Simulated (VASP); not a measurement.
# SrTiO3 (Imma) in VASP: notebook

Runs on SrTiO3. Level: PBEsol. Tasks: single point.

Program: VASP 6.6.1. These are calculated values, not measurements. Logs are shortened: lines on timing, memory, paths and dates and some standing lists are left out, and cuts for length are marked.

## (1) The cell of the first run

It takes space group Imma (No. 74, orthorhombic). Conventional cell: a = 5.503 Å, b = 7.782 Å, c = 5.503 Å, α = 90.00°, β = 90.00°, γ = 90.00°. Within 3.5 Å of Sr (site symmetry mm2) lie 12 O at 2.65 to 2.85 Å and 8 Ti at 3.37 Å. Ti (site symmetry 2/m) has 6 O at 1.95 Å within 2.6 Å. Within 2.9 Å of O (site symmetry 2) lie 2 Ti at 1.95 Å and 4 Sr at 2.70 to 2.80 Å and 8 O at 2.75 Å. O (site symmetry mm2) has 2 Ti at 1.95 Å and 4 Sr at 2.65 to 2.85 Å and 8 O at 2.75 Å within 2.9 Å.

## (2) Single point, PBEsol

Input file INCAR:

```
SYSTEM = SrTiO3
  ALGO = Normal
  EDIFF = 1E-7
  ENCUT = 520
  GGA = PS
  ISIF = 2
  ISMEAR = 0
  LASPH = .TRUE.
  LCHARG = .TRUE.
  LELF = .TRUE.
  LREAL = .FALSE.
  LVHAR = .TRUE.
  LWAVE = .FALSE.
  NBANDS = 51
  NELM = 80
  PREC = Accurate
  SIGMA = 0.05
```

Input file KPOINTS:

```
k-points
0
G
  6 6 6
  0 0 0
```

Input file POSCAR:

```
SrTiO3
1.0
   -3.8911201354      0.0000000000     -3.8911201354
    0.0000000000     -3.8911201354     -3.8911201354
   -3.8911201354     -3.8911201354      0.0000000000
Sr Ti O
2 2 6
Direct
    0.0000000000      0.0000000000      0.0000000000
    0.5000000000      0.5000000000      0.5000000000
    0.2500000000      0.2500000000      0.2500000000
    0.7500000000      0.7500000000      0.7500000000
    0.4911409943     -0.0088590057      0.5088590057
    0.0088590057      0.5088590057     -0.0088590057
    0.5088590057      0.0088590057     -0.0088590057
   -0.0088590057      0.4911409943      0.5088590057
    0.5000000000      0.5000000000      0.0177180115
    1.0000000000      1.0000000000      0.4822819885
```

Potentials or basis: VASP PAW PBE potentials, release 64 (Sr_sv, Ti_sv, O).

Run with:

```sh
$ cat potpaw_PBE.64/Sr_sv/POTCAR potpaw_PBE.64/Ti_sv/POTCAR potpaw_PBE.64/O/POTCAR > POTCAR
$ mpirun -np 1 vasp_std > vasp.out
```

OUTCAR:

```text
SYSTEM = SrTiO3
   EDIFF = 1E-7
   ENCUT = 520
   GGA = PS
   ISIF = 2
   ISMEAR = 0
   LASPH = .TRUE.
   LREAL = .FALSE.
   NELM = 80
   PREC = Accurate

 ion  position               nearest neighbor table
   1  0.000  0.000  0.000-  10 2.65   6 2.70   7 2.70   8 2.70   5 2.70   9 2.75   9 2.75   8 2.80
                             6 2.80   5 2.80   7 2.80  10 2.85   3 3.37   4 3.37   4 3.37   3 3.37
   2  0.500  0.500  0.500-   9 2.65   6 2.70   7 2.70   8 2.70   5 2.70  10 2.75  10 2.75   5 2.80
                             7 2.80   8 2.80   6 2.80   9 2.85   4 3.37   4 3.37   4 3.37   3 3.37
   3  0.250  0.250  0.250-   5 1.95   6 1.95   7 1.95   8 1.95   9 1.95  10 1.95   1 3.37   1 3.37
                             1 3.37   2 3.37   1 3.37   2 3.37   2 3.37   2 3.37
   4  0.750  0.750  0.750-   5 1.95   6 1.95   7 1.95   8 1.95   9 1.95  10 1.95   2 3.37   2 3.37
                             1 3.37   2 3.37   2 3.37   1 3.37   1 3.37   1 3.37
   5  0.491  0.991  0.509-   3 1.95   4 1.95   1 2.70   2 2.70   1 2.80   2 2.80
   6  0.009  0.509  0.991-   3 1.95   4 1.95   1 2.70   2 2.70   1 2.80   2 2.80
   7  0.509  0.009  0.991-   3 1.95   4 1.95   1 2.70   2 2.70   2 2.80   1 2.80
   8  0.991  0.491  0.509-   3 1.95   4 1.95   1 2.70   2 2.70   2 2.80   1 2.80
   9  0.500  0.500  0.018-   3 1.95   4 1.95   2 2.65   1 2.75   1 2.75   2 2.85
  10  0.000  0.000  0.482-   3 1.95   4 1.95   1 2.65   2 2.75   2 2.75   1 2.85

  LATTYP: Found a face centered cubic cell.
 ALAT       =     7.7822402708

  Lattice vectors:

 A1 = (  -3.8911201354,   0.0000000000,  -3.8911201354)
 A2 = (   0.0000000000,  -3.8911201354,  -3.8911201354)
 A3 = (  -3.8911201354,  -3.8911201354,   0.0000000000)

Analysis of symmetry for initial positions (statically):
=====================================================================
 Subroutine PRICEL returns:
 Original cell was already a primitive cell.

 Routine SETGRP: Setting up the symmetry group for a
 face centered cubic supercell.

 Subroutine GETGRP returns: Found  8 space group operations
 (whereof  4 operations were pure point group operations)
 out of a pool of 48 trial point group operations.

The static configuration has the point symmetry C_2v.
 The point group associated with its full space group is D_2h.

Analysis of symmetry for dynamics (positions and initial velocities):
=====================================================================
 Subroutine PRICEL returns:
 Original cell was already a primitive cell.

 Routine SETGRP: Setting up the symmetry group for a
 face centered cubic supercell.

 Subroutine GETGRP returns: Found  8 space group operations
 (whereof  4 operations were pure point group operations)
 out of a pool of 48 trial point group operations.

The dynamic configuration has the point symmetry C_2v.
 The point group associated with its full space group is D_2h.

 Subroutine INISYM returns: Found  8 space group operations
 (whereof  4 operations are pure point group operations),
 and found     1 'primitive' translations

----------------------------------------------------------------------------------------

                                     Primitive cell

  volume of cell :     117.8295

  direct lattice vectors                    reciprocal lattice vectors
    -3.891120135  0.000000000 -3.891120135    -0.128497703  0.128497703 -0.128497703
     0.000000000 -3.891120135 -3.891120135     0.128497703 -0.128497703 -0.128497703
    -3.891120135 -3.891120135  0.000000000    -0.128497703 -0.128497703  0.128497703

  length of vectors
     5.502874868  5.502874868  5.502874868     0.222564550  0.222564550  0.222564550

  position of ions in fractional coordinates (direct lattice)
     0.000000000  0.000000000  0.000000000
     0.500000000  0.500000000  0.500000000
     0.250000000  0.250000000  0.250000000
     0.750000000  0.750000000  0.750000000
     0.491140994  0.991140994  0.508859006
     0.008859006  0.508859006  0.991140994
     0.508859006  0.008859006  0.991140994
     0.991140994  0.491140994  0.508859006
     0.500000000  0.500000000  0.017718012
     0.000000000  0.000000000  0.482281988

  ion indices of the primitive-cell ions
   primitive index   ion index
                 1           1
                 2           2
                 3           3
                 4           4
                 5           5
                 6           6
                 7           7
                 8           8
                 9           9
                10          10

----------------------------------------------------------------------------------------

 KPOINTS: k-points

Automatic generation of k-mesh.
 Grid dimensions read from file:
 generate k-points for:    6    6    6

 Generating k-lattice:

  Cartesian coordinates                     Fractional coordinates (reciprocal lattice)
    -0.021416284  0.021416284 -0.021416284     0.166666667  0.000000000  0.000000000
     0.021416284 -0.021416284 -0.021416284     0.000000000  0.166666667  0.000000000
    -0.021416284 -0.021416284  0.021416284     0.000000000  0.000000000  0.166666667

  Length of vectors
     0.037094092  0.037094092  0.037094092

  Shift w.r.t. Gamma in fractional coordinates (k-lattice)
     0.000000000  0.000000000  0.000000000

 Subroutine IBZKPT returns following result:
 ===========================================

 Found     46 irreducible k-points:

 Following reciprocal coordinates:
            Coordinates               Weight
  0.000000  0.000000  0.000000      1.000000
  0.166667  0.000000  0.000000      4.000000
  0.000000  0.000000  0.166667      4.000000
  0.333333  0.000000  0.000000      4.000000
  0.000000  0.000000  0.333333      4.000000
  0.500000  0.000000  0.000000      2.000000
[... 16 lines left out ...]
  0.000000 -0.166667  0.166667      8.000000
  0.166667  0.166667  0.333333      2.000000
 [... further k-points ...]
   k-points           NKPTS =     46   k-points in BZ     NKDIM =     46   number of bands    NBANDS=     51
   number of dos      NEDOS =    301   number of ions     NIONS =     10
   total plane-waves  NPLWV =  74088
   dimension x,y,z NGX =    42 NGY =   42 NGZ =   42
   dimension x,y,z NGXF=    84 NGYF=   84 NGZF=   84
   ions per type =               2   2   6
   NGX,Y,Z   is equivalent  to a cutoff of  12.69, 12.69, 12.69 a.u.
   NGXF,Y,Z  is equivalent  to a cutoff of  25.38, 25.38, 25.38 a.u.
 SYSTEM =  SrTiO3
   PREC   = accura    normal or accurate (medium, high low for compatibility)
   ISTART =      0    job   : 0-new  1-cont  2-samecut
   ICHARG =      2    charge: 1-file 2-atom 10-const
   ISPIN  =      1    spin polarized calculation?
   LNONCOLLINEAR =      F non collinear calculations
   LSORBIT =      F    spin-orbit coupling
   LASPH  =      T    aspherical Exc in radial PAW
   ENCUT  =  520.0 eV  38.22 Ry    6.18 a.u.  10.23 10.23 10.23*2*pi/ulx,y,z
   NELM   =     80;   NELMIN=  2; NELMDL= -5     # of ELM steps
   EDIFF  = 0.1E-06   stopping-criterion for ELM
   LREAL  =      F    real-space projection
   EDIFFG = 0.1E-05   stopping-criterion for IOM
   NSW    =      0    number of steps for IOM
   IBRION =     -1    ionic relax: 0-MD 1-quasi-New 2-CG
   NFREE  =      0    steps in history (QN), initial steepest desc. (CG)
   ISIF   =      2    stress and relaxation
   ISYM   =      2    0-nonsym 1-usesym 2-fastsym
   POTIM  = 0.5000    time-step for ionic-motion
   TEBEG  =    0.0;   TEEND  =   0.0 temperature during run
   PSTRESS=    0.0 pullay stress
   NELECT =      80.0000    total number of electrons
   NUPDOWN=      -1.0000    fix difference up-down
   EMIN   =  10.00;   EMAX   =-10.00  energy-range for DOS
   EFERMI =   0.00;   METHOD = LEGACY
   ISMEAR =     0;   SIGMA  =   0.05  broadening in eV -4-tet -1-fermi 0-gaus
   EFERMI_NEDOS =   21; number of points for ismear=-14 and -15
   IALGO  =     38    algorithm
   IMIX   =      4    mixing-type and parameters
     AMIX     =   0.40;   BMIX     =  1.00
     AMIX_MAG =   1.60;   BMIX_MAG =  1.00
  volume/ion in A,a.u.               =      11.78        79.52
  Fermi-wavevector in a.u.,A,eV,Ry     =   1.438865  2.719061 28.168602  2.070334
  Thomas-Fermi vector in A             =   2.557785
   LORBIT       =      0    0 simple, 1 ext, 2 COOP (PROOUT), +10 PAW based schemes
   GGA     = PS    functional components
   LHFCALC =     F    Hartree Fock is set to
   AEXX    =    0.0000 exact exchange contribution
   IVDW    =     0    specifies the selected vdW correction
   LEPSILON=     F    determine dielectric tensor
   LRPA    =     F    only Hartree local field effects (RPA)
 non-spin polarized calculation
 Gauss-broadening in eV      SIGMA  =   0.05
  energy-cutoff  :      520.00
  volume of cell :      117.83
 maximum number of plane-waves:      3218
 NGX is ok and might be reduce to    42
   NGX = 21   NGY = 21   NGZ = 21

 number of electron      80.0000004 magnetization

 Free energy of the ion-electron system (eV)
  ---------------------------------------------------
  ext. energy  EPLUGINS =         0.00000000
  ---------------------------------------------------
  free energy    TOTEN  =       -84.03751983 eV

  energy without entropy =      -84.03751983  energy(sigma->0) =      -84.03751983

 E-fermi :   4.4034     XC(G=0): -11.5970

 val. band max:        4.0799109752   @ k =   0.0000   0.0000   0.0000
 cond. band min:       5.9288657544   @ k =   0.0000   0.0000   0.0000
 fundamental gap:      1.8489547792
 Fermi energy:         4.4033523984

 k-point     1 :       0.0000    0.0000    0.0000
  band No.  band energies     occupation
      1     -52.0622      2.00000
      2     -52.0572      2.00000
      3     -28.5004      2.00000
      4     -28.5002      2.00000
      5     -28.4986      2.00000
      6     -28.4768      2.00000
[... 43 lines left out ...]
     50       9.4787      0.00000
     51      10.2405      0.00000
[... 1240 lines left out ...]
     50      10.3847      0.00000
     51      11.3210      0.00000

 [... further k-points ...]

------------------------ aborting loop because EDIFF is reached ----------------------------------------

  FORCE on cell =-STRESS in cart. coord.  units (eV):
  Direction    XX          YY          ZZ          XY          YZ          ZX
  --------------------------------------------------------------------------------------
  -------------------------------------------------------------------------------------
  Total        0.4718220      0.4718220      0.3241888      0.0765608      0.0000000      0.0000000
  in kB        6.4155647      6.4155647      4.4081331      1.0410294      0.0000000      0.0000000
  external PRESSURE =       5.7464209 kB  Pullay stress =       0.0000000 kB

 VOLUME and BASIS-vectors are now :
 -----------------------------------------------------------------------------
  energy-cutoff  :      520.00
  volume of cell :      117.83
      direct lattice vectors                 reciprocal lattice vectors
    -3.891120135  0.000000000 -3.891120135    -0.128497703  0.128497703 -0.128497703
     0.000000000 -3.891120135 -3.891120135     0.128497703 -0.128497703 -0.128497703
    -3.891120135 -3.891120135  0.000000000    -0.128497703 -0.128497703  0.128497703

 POSITION                                       TOTAL-FORCE (eV/Angst)
 -----------------------------------------------------------------------------------
      0.00000      0.00000      0.00000         0.004100      0.004100      0.000000
     -3.89112     -3.89112     -3.89112        -0.004100     -0.004100      0.000000
     -1.94556     -1.94556     -1.94556        -0.000000     -0.000000      0.000000
     -5.83668     -5.83668     -5.83668        -0.000000     -0.000000      0.000000
     -3.89112     -5.83668     -5.76774         0.000000      0.000000      0.019576
     -3.89112     -5.83668     -2.01450         0.000000      0.000000     -0.019576
     -5.83668     -3.89112     -2.01450         0.000000      0.000000     -0.019576
     -5.83668     -3.89112     -5.76774         0.000000      0.000000      0.019576
     -2.01450     -2.01450     -3.89112        -0.015130     -0.015130      0.000000
     -1.87662     -1.87662      0.00000         0.015130      0.015130     -0.000000
 -----------------------------------------------------------------------------------
    total drift:                                0.000000      0.000000     -0.000000

  FREE ENERGIE OF THE ION-ELECTRON SYSTEM (eV)
  ---------------------------------------------------
  free  energy   TOTEN  =       -84.0375198332 eV

  energy  without entropy=      -84.0375198332  energy(sigma->0) =      -84.03751983
```

Wall time 8.3 min (1 thread of Oxide Virtual Turin-like, shared host); peak memory 0.37 GiB.

Results:

* Free energy: -84.0375 eV
* Pressure: 0.6 GPa
* Largest force: 0.021 eV/Å
* Band gap on the k mesh: 1.85 eV

Forces in eV/Å, atoms in the order of the input:
```
Sr   0.004  0.004  0.000
Sr  -0.004 -0.004  0.000
Ti   0.000  0.000  0.000
Ti   0.000  0.000  0.000
O    0.000  0.000  0.020
O    0.000  0.000 -0.020
O    0.000  0.000 -0.020
O    0.000  0.000  0.020
O   -0.015 -0.015  0.000
O    0.015  0.015  0.000
```

Caveat: the PAW data sets were made with another functional, which shifts forces and pressure a little.

## (3) Single point, PBEsol

Input file INCAR:

```
SYSTEM = SrTiO3
PREC = Accurate ; ENCUT = 520
EDIFF = 1E-6 ; ISMEAR = 0
SIGMA = 0.05 ; LREAL = .FALSE.
LASPH = .TRUE. ; NELM = 100
ALGO = Normal ; ISIF = 2
LWAVE = .FALSE. ; LCHARG = .FALSE.
GGA = PS ; NBANDS = 51
```

Input file KPOINTS:

```
Automatic mesh
0
G
  6 6 6
  0 0 0
```

Input file POSCAR:

```
SrTiO3
1.0
   -3.8911201354      0.0000000000     -3.8911201354
    0.0000000000     -3.8911201354     -3.8911201354
   -3.8911201354     -3.8911201354      0.0000000000
Sr Ti O
2 2 6
Direct
    0.0000000000      0.0000000000      0.0000000000
    0.5000000000      0.5000000000      0.5000000000
    0.2500000000      0.2500000000      0.2500000000
    0.7500000000      0.7500000000      0.7500000000
    0.4970469981     -0.0029530019      0.5029530019
    0.0029530019      0.5029530019     -0.0029530019
    0.5029530019      0.0029530019     -0.0029530019
   -0.0029530019      0.4970469981      0.5029530019
    0.5000000000      0.5000000000      0.0059060038
    1.0000000000      1.0000000000      0.4940939962
```

Potentials or basis: VASP PAW PBE potentials, release 64 (Sr_sv, Ti_sv, O).

Run with:

```sh
$ cat potpaw_PBE.64/Sr_sv/POTCAR potpaw_PBE.64/Ti_sv/POTCAR potpaw_PBE.64/O/POTCAR > POTCAR
$ mpirun -np 1 vasp_std > vasp.out
```

Wall time 9.2 min (1 thread of Oxide Virtual Turin-like, shared host); peak memory 0.37 GiB.

Results (log left out):

| Quantity | Value |
| --- | --- |
| Free energy | -84.0323 eV |
| Pressure | 0.7 GPa |
| Largest force | 0.012 eV/Å |
| Band gap on the k mesh | 1.82 eV |

Forces in eV/Å, atoms in the order of the input:
```
Sr   0.000  0.000  0.000
Sr   0.000  0.000  0.000
Ti   0.000  0.000  0.000
Ti   0.000  0.000  0.000
O    0.000  0.000  0.008
O    0.000  0.000 -0.008
O    0.000  0.000 -0.008
O    0.000  0.000  0.008
O   -0.008 -0.008  0.000
O    0.008  0.008  0.000
```

Levels at points of the mesh, in eV from the valence-band top:
```tsv
k point	band 37	band 38	band 39	band 40	band 41	band 42	band 43	band 44
(0.00, 0.00, 0.00)	-0.35	0.00	0.00	0.00	1.82	1.82	1.82	4.39
(0.50, 0.00, 0.00)	-0.94	-0.94	-0.64	-0.64	3.37	3.37	3.42	3.42
(0.00, 0.00, 0.50)	-0.93	-0.93	-0.64	-0.64	3.37	3.37	3.42	3.42
(0.50, 0.50, 0.00)	-1.60	-0.74	-0.74	-0.09	2.01	3.83	3.83	3.84
(0.00, 0.50, 0.50)	-1.60	-0.74	-0.74	-0.10	2.01	3.82	3.82	3.85
```

Caveat: the PAW data sets were made with another functional, which shifts forces and pressure a little. A k mesh can miss the band edges.
